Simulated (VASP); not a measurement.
Runs of VASP 6.6.1 on Be2ZnSe3. The structure is that of space group P6_3/mmc (No. 194), or close to it. The cells are those of the table. 

```tsv
task	cell	k mesh	cutoff (eV)	gap on the mesh (eV)	pressure (GPa)	largest force (eV/Å)
single point	a = 3.558, b = 3.558, c = 18.133 Å, angles 90.0, 90.0, 120.0°, 12 atoms	6 × 6 × 1	520	none	0.2	0.01
single point	a = 3.318, b = 3.318, c = 19.746 Å, angles 90.0, 90.0, 120.0°, 12 atoms	6 × 6 × 1	520	none	(a)	1.78
single point	a = 3.553, b = 3.553, c = 18.133 Å, angles 90.0, 90.0, 120.0°, 12 atoms	12 × 12 × 2	520	none	0.2	0.01
relaxation of cell and atoms	relaxed from a = 3.318, b = 3.318, c = 19.746 Å, angles 90.0, 90.0, 120.0°, 12 atoms	6 × 6 × 1	600	none	0.1	0.02
```

Alike in all rows: level PBE; potentials or basis VASP PAW PBE potentials, release 64 (Be, Zn, Se); no spin polarisation; smearing gaussian 0.1 eV.

Q: Fill in the values left out.

A: (a) 12.7.

Caveats: some runs use coarse meshes; forces of over 1 eV/Å act on the atoms, so gaps and moduli don't describe the material at rest (some runs).

A k mesh can miss the band edges, and the runs leave out spin-orbit coupling on Se.

A gap of «none» marks levels without a gap at the run's occupations.
